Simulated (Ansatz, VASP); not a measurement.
## Two plane-wave programs on H6Os

```
H Os
1.0
     3.81202    0.00000    0.00000
     0.00000    3.81202    0.00000
     0.00000    0.00000    2.57107
H Os
6 1
Direct
  0.32383 0.32383 0.50000
  0.67617 0.67617 0.50000
  0.67617 0.32383 0.50000
  0.32383 0.67617 0.50000
  0.00000 0.50000 0.00000
  0.50000 0.00000 0.00000
  0.00000 0.00000 0.50000
```

Alike in both runs: functional PBE; k mesh 10 × 10 × 14; occupations gaussian, width 0.1 eV; no spin polarisation.

Ansatz relaxed the structure, and its values are those at the end. VASP's run is a single point on that final structure, the one shown.

|  | VASP | Ansatz |
| --- | --- | --- |
| version | VASP 6.6.1 | Ansatz 0.2.0 |
| potentials or method | VASP PAW PBE potentials, release 64 (H, Os_sv_GW), cutoff 500 eV | scalar-relativistic, plane waves, PAW |
| valence electrons in the cell | 22 | 22 |

```tsv
	VASP	Ansatz	Ansatz less VASP
gap on the k mesh at the Fermi level (eV)	none	none	-
pressure (GPa)	-1.4	0.0	+1.36
```

A gap of «none» marks a metal or a gap that the smearing closes. The functional is the same, so the differences come from potentials, cutoffs and numerics.

Neither program's run includes spin-orbit coupling.
